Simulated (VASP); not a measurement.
Set up this calculation in VASP 6.6.1, as the native input.

| Quantity | Value |
| --- | --- |
| Task | single point |
| Functional | PBE |
| Potentials or basis | VASP PAW PBE potentials, release 64 (Ba_sv, Ti_sv, O) |
| Cutoff | 520 eV |
| k mesh | 8 × 8 × 8 |
| Occupations | gaussian, width 0.02 eV |
| Spin | no spin polarisation |
| Dipole correction | no |
| Further INCAR settings | ALGO = Normal; EDIFF = 1e-06; NBANDS = 28 |

The structure of BaTiO3 lies in POSCAR:

```
BaTiO3
1.0
    4.1398284623      0.0000000000      0.0000000000
    0.0000000000      4.1398284623      0.0000000000
    0.0000000000      0.0000000000      3.9395725726
Ba Ti O
1 1 3
Direct
    0.5000000000      0.5000000000      0.5000000000
    0.0000000000      0.0000000000      0.0000000000
    0.5000000000      0.0000000000      0.0000000000
    0.0000000000      0.5000000000      0.0000000000
    0.0000000000      0.0000000000      0.5000000000
```

This cell differs from its parent crystal: biaxial strain in the a-b plane: +3.0 %, then relaxed in part.

One way to write it, as run:

INCAR

```
SYSTEM = BaTiO3
  PREC = Accurate
  ENCUT = 520
  EDIFF = 1E-6
  ISMEAR = 0
  SIGMA = 0.02
  LREAL = .FALSE.
  LASPH = .TRUE.
  NELM = 100
  ALGO = Normal
  ISIF = 2
  LWAVE = .FALSE.
  LCHARG = .FALSE.
  GGA = PE
  NBANDS = 28
```

KPOINTS

```
Automatic mesh
0
G
  8 8 8
  0 0 0
```

Potentials or basis: VASP PAW PBE potentials, release 64 (Ba_sv, Ti_sv, O).

Command:

```bash
$ cat potpaw_PBE.64/Ba_sv/POTCAR potpaw_PBE.64/Ti_sv/POTCAR potpaw_PBE.64/O/POTCAR > POTCAR
$ mpirun -np 1 vasp_std > vasp.out
```

Results of the run:

The pressure is -3.9 GPa and the band gap on the k mesh is 1.55 eV (least direct gap 1.74 eV).

Caveat: the cell differs from its parent crystal (biaxial strain in the a-b plane: +3.0 %, then relaxed in part); the stress differs along the axes, from -7 to 2 GPa; spin-orbit coupling is left out, which moves the levels of the heavy elements.

Wall time 50 s on 1 thread of Intel(R) Xeon(R) 6975P-C (Granite Rapids), on a shared host, peak memory 0.28 GiB.
